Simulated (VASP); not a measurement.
# Sb2PtAu2 (I4/mmm) in VASP: single point with PBEsol

Aim: the single point of Sb2PtAu2 with PBEsol.

Program: VASP 6.6.1. These are calculated values, not measurements. Logs are shortened: lines on timing, memory, paths and dates and some standing lists are left out, and cuts for length are marked.

### Step 1. The cell of the first run

The structure is tetragonal, space group I4/mmm (No. 139). The conventional cell has a = 3.620 Å, b = 3.620 Å, c = 14.821 Å, α = 90.00°, β = 90.00°, γ = 90.00°. Within 3.8 Å of Sb (site symmetry 4mm) lie 5 Au at 2.91 to 2.96 Å and 4 Pt at 2.97 Å and 5 Sb at 3.01 to 3.62 Å. Pt (site symmetry 4/mmm) has 8 Sb at 2.97 Å and 2 Au at 2.99 Å and 4 Pt at 3.62 Å within 3.9 Å. Within 3.8 Å of Au (site symmetry 4mm) lie 5 Sb at 2.91 to 2.96 Å and 8 Au at 2.93 to 3.62 Å and 1 Pt at 2.99 Å.

### Step 2. Single point, PBEsol

INCAR

```
PREC = Accurate
ENCUT = 520
EDIFF = 1E-6
ISMEAR = -1
SIGMA = 0.03
LREAL = F
LASPH = T
NELM = 100
ALGO = Normal
ISIF = 2
LWAVE = F
LCHARG = F
GGA = PS
NBANDS = 29
```

KPOINTS

```
regular mesh
0
Gamma
  8 8 8
```

POSCAR

```
Sb2PtAu2
1.0
   -1.8099156426      1.8099156426      7.4107024644
    1.8099156426     -1.8099156426      7.4107024644
    1.8099156426      1.8099156426     -7.4107024644
Sb Pt Au
2 1 2
Direct
    0.6016875519      0.6016875519      0.0000000000
    0.3983124481      0.3983124481      0.0000000000
    0.0000000000      0.0000000000      0.0000000000
    0.2019879153      0.2019879153      0.0000000000
    0.7980120847      0.7980120847      0.0000000000
```

Potentials or basis: VASP PAW PBE potentials, release 64 (Sb, Pt, Au).

The run is started by

```console
cat potpaw_PBE.64/Sb/POTCAR potpaw_PBE.64/Pt/POTCAR potpaw_PBE.64/Au/POTCAR > POTCAR
mpirun -np 1 vasp_std > vasp.out
```

OUTCAR:

```text
PREC = Accurate
   ENCUT = 520
   EDIFF = 1E-6
   ISMEAR = -1
   LREAL = F
   LASPH = T
   NELM = 100
   ISIF = 2
   GGA = PS

 ion  position               nearest neighbor table
   1  0.602  0.602  0.000-   5 2.91   4 2.96   4 2.96   4 2.96   4 2.96   3 2.97   3 2.97   3 2.97
                             3 2.97   2 3.01
   2  0.398  0.398  0.000-   4 2.91   5 2.96   5 2.96   5 2.96   5 2.96   3 2.97   3 2.97   3 2.97
                             3 2.97   1 3.01
   3  0.000  0.000  0.000-   1 2.97   1 2.97   1 2.97   2 2.97   1 2.97   2 2.97   2 2.97   2 2.97
                             4 2.99   5 2.99
   4  0.202  0.202  0.000-   2 2.91   5 2.93   5 2.93   5 2.93   5 2.93   1 2.96   1 2.96   1 2.96
                             1 2.96   3 2.99
   5  0.798  0.798  0.000-   1 2.91   4 2.93   4 2.93   4 2.93   4 2.93   2 2.96   2 2.96   2 2.96
                             2 2.96   3 2.99

  LATTYP: Found a body centered tetragonal cell.
 ALAT       =     3.6198312852
 C/A-ratio  =     4.0945015834

  Lattice vectors:

 A1 = (  -1.8099156426,   1.8099156426,   7.4107024644)
 A2 = (   1.8099156426,  -1.8099156426,   7.4107024644)
 A3 = (   1.8099156426,   1.8099156426,  -7.4107024644)

Analysis of symmetry for initial positions (statically):
=====================================================================
 Subroutine PRICEL returns:
 Original cell was already a primitive cell.

 Routine SETGRP: Setting up the symmetry group for a
 body centered tetragonal supercell.

 Subroutine GETGRP returns: Found 16 space group operations
 (whereof 16 operations were pure point group operations)
 out of a pool of 16 trial point group operations.

The static configuration has the point symmetry D_4h.

Analysis of symmetry for dynamics (positions and initial velocities):
=====================================================================
 Subroutine PRICEL returns:
 Original cell was already a primitive cell.

 Routine SETGRP: Setting up the symmetry group for a
 body centered tetragonal supercell.

 Subroutine GETGRP returns: Found 16 space group operations
 (whereof 16 operations were pure point group operations)
 out of a pool of 16 trial point group operations.

The dynamic configuration has the point symmetry D_4h.

 Subroutine INISYM returns: Found 16 space group operations
 (whereof 16 operations are pure point group operations),
 and found     1 'primitive' translations

----------------------------------------------------------------------------------------
[... 94 lines left out ...]
   LNONCOLLINEAR =      F non collinear calculations
   LSORBIT =      F    spin-orbit coupling
   LASPH  =      T    aspherical Exc in radial PAW
   ENCUT  =  520.0 eV  38.22 Ry    6.18 a.u.  14.58 14.58 14.58*2*pi/ulx,y,z
   NELM   =    100;   NELMIN=  2; NELMDL= -5     # of ELM steps
   EDIFF  = 0.1E-05   stopping-criterion for ELM
   LREAL  =      F    real-space projection
[... 7 lines left out ...]
   TEBEG  =    0.0;   TEEND  =   0.0 temperature during run
   PSTRESS=    0.0 pullay stress
   NELECT =      42.0000    total number of electrons
   NUPDOWN=      -1.0000    fix difference up-down
   EMIN   =  10.00;   EMAX   =-10.00  energy-range for DOS
   EFERMI =   0.00;   METHOD = LEGACY
   ISMEAR =    -1;   SIGMA  =   0.03  broadening in eV -4-tet -1-fermi 0-gaus
   EFERMI_NEDOS =   21; number of points for ismear=-14 and -15
   IALGO  =     38    algorithm
   IMIX   =      4    mixing-type and parameters
     AMIX     =   0.40;   BMIX     =  1.00
     AMIX_MAG =   1.60;   BMIX_MAG =  1.00
  volume/ion in A,a.u.               =      19.42       131.06
  Fermi-wavevector in a.u.,A,eV,Ry     =   1.238072  2.339617 20.855315  1.532822
  Thomas-Fermi vector in A             =   2.372613
   LORBIT       =      0    0 simple, 1 ext, 2 COOP (PROOUT), +10 PAW based schemes
   GGA     = PS    functional components
   LHFCALC =     F    Hartree Fock is set to
   AEXX    =    0.0000 exact exchange contribution
   IVDW    =     0    specifies the selected vdW correction
   LEPSILON=     F    determine dielectric tensor
   LRPA    =     F    only Hartree local field effects (RPA)
 non-spin polarized calculation
  energy-cutoff  :      520.00
  volume of cell :       97.10
 maximum number of plane-waves:      2648
 NGX is ok and might be reduce to    60
   NGX = 29   NGY = 29   NGZ = 29

 number of electron      42.0000002 magnetization

 Free energy of the ion-electron system (eV)
  ---------------------------------------------------
  ext. energy  EPLUGINS =         0.00000000
  ---------------------------------------------------
  free energy    TOTEN  =       -23.99849526 eV

  energy without entropy =      -23.99378773  energy(sigma->0) =      -23.99614149

 E-fermi :   9.9642     XC(G=0): -12.0006

 val. band max:        9.9211527509   @ k =  -0.2500  -0.2500   0.2500
 cond. band min:       9.9820639758   @ k =   0.0000   0.0000   0.0000
 fundamental gap:      0.0609112249
 Fermi energy:         9.9641898079

 k-point     1 :       0.0000    0.0000    0.0000
  band No.  band energies     occupation
      1      -2.8036      2.00000
      2      -0.7131      2.00000
      3       1.7638      2.00000
      4       4.0123      2.00000
      5       4.1825      2.00000
      6       4.9059      2.00000
[... 757 lines left out ...]
     28      15.6841      0.00000
     29      16.0721      0.00000

 [... further k-points ...]

------------------------ aborting loop because EDIFF is reached ----------------------------------------

  FORCE on cell =-STRESS in cart. coord.  units (eV):
  Direction    XX          YY          ZZ          XY          YZ          ZX
  --------------------------------------------------------------------------------------
  -------------------------------------------------------------------------------------
  Total       -0.1151426     -0.1151426     -0.1118820      0.0000000      0.0000000      0.0000000
  in kB       -1.8998124     -1.8998124     -1.8460128      0.0000000      0.0000000      0.0000000
  external PRESSURE =      -1.8818792 kB  Pullay stress =       0.0000000 kB

 VOLUME and BASIS-vectors are now :
 -----------------------------------------------------------------------------
  energy-cutoff  :      520.00
  volume of cell :       97.10
      direct lattice vectors                 reciprocal lattice vectors
    -1.809915643  1.809915643  7.410702464     0.000000000  0.276255969  0.067469987
     1.809915643 -1.809915643  7.410702464     0.276255969  0.000000000  0.067469987
     1.809915643  1.809915643 -7.410702464     0.276255969  0.276255969  0.000000000

 POSITION                                       TOTAL-FORCE (eV/Angst)
 -----------------------------------------------------------------------------------
      0.00000      0.00000      8.91785         0.000000      0.000000      0.011356
      0.00000      0.00000      5.90355        -0.000000     -0.000000     -0.011356
      0.00000      0.00000      0.00000         0.000000      0.000000     -0.000000
      0.00000      0.00000      2.99374        -0.000000     -0.000000     -0.002790
      0.00000      0.00000     11.82766        -0.000000     -0.000000      0.002790
 -----------------------------------------------------------------------------------
    total drift:                                0.000000      0.000000     -0.000000

  FREE ENERGIE OF THE ION-ELECTRON SYSTEM (eV)
  ---------------------------------------------------
  free  energy   TOTEN  =       -23.9984952571 eV

  energy  without entropy=      -23.9937877254  energy(sigma->0) =      -23.99614149
```

OSZICAR:

```text
N       E                     dE             d eps       ncg     rms          rms(c)
DAV:   1     0.250926621013E+03    0.25093E+03   -0.18740E+04  3422   0.131E+03
DAV:   2    -0.143798136486E+02   -0.26531E+03   -0.25404E+03  3873   0.268E+02
DAV:   3    -0.252096435741E+02   -0.10830E+02   -0.10546E+02  4050   0.535E+01
DAV:   4    -0.253465766325E+02   -0.13693E+00   -0.13677E+00  3745   0.645E+00
DAV:   5    -0.253482388324E+02   -0.16622E-02   -0.16621E-02  3844   0.789E-01    0.130E+01
DAV:   6    -0.241621242260E+02    0.11861E+01   -0.63808E+00  3752   0.217E+01    0.985E+00
DAV:   7    -0.240493166071E+02    0.11281E+00   -0.89023E-01  3677   0.824E+00    0.522E+00
DAV:   8    -0.240209150390E+02    0.28402E-01   -0.32034E-01  3660   0.446E+00    0.193E+00
DAV:   9    -0.239994379313E+02    0.21477E-01   -0.11705E-01  3736   0.258E+00    0.285E-01
DAV:  10    -0.239987583415E+02    0.67959E-03   -0.49016E-03  3722   0.540E-01    0.223E-01
DAV:  11    -0.239985631034E+02    0.19524E-03   -0.19553E-03  3651   0.278E-01    0.627E-02
DAV:  12    -0.239984958888E+02    0.67215E-04   -0.25660E-04  3742   0.120E-01    0.160E-02
DAV:  13    -0.239984954044E+02    0.48438E-06   -0.20412E-05  3727   0.241E-02    0.720E-03
DAV:  14    -0.239984952571E+02    0.14728E-06   -0.94439E-07  2339   0.611E-03
   1 F= -.23998495E+02 E0= -.23996141E+02  d E =-.470753E-02
```

Wall time 7.2 min (1 thread of AMD EPYC 7R13 (Zen 3), shared host); peak memory 0.55 GiB.

What came out:

| Item | Value |
| --- | --- |
| Free energy | -23.9985 eV |
| Pressure | -0.2 GPa |
| Largest force | 0.011 eV/Å |
| Band gap on the k mesh | zero (bands 21 and 22 overlap by 2.47 eV) |

Forces in eV/Å, atoms in the order of the input:
```
Sb   0.000  0.000  0.011
Sb   0.000  0.000 -0.011
Pt   0.000  0.000  0.000
Au   0.000  0.000 -0.003
Au   0.000  0.000  0.003
```

Levels at points of the mesh, in eV from the Fermi level:
```
           k point  band 18  band 19  band 20  band 21  band 22  band 23  band 24  band 25
(0.00, 0.00, 0.00)    -2.02     0.02     0.60     0.66     0.66     1.66     1.66     3.38
(0.50, 0.00, 0.00)    -2.91    -2.46    -1.74    -0.42     2.35     2.62     2.89     3.47
(0.50, 0.50, 0.00)    -1.74    -1.71    -1.17    -1.08    -0.92     0.80     1.00     1.39
(0.50, 0.50, 0.50)    -2.55    -0.52    -0.52    -0.50     2.00     3.31     3.37     3.37
```

Caveat: the PAW data sets were made with another functional, which shifts forces and pressure a little; spin-orbit coupling is left out, which moves the levels of the heavy elements.
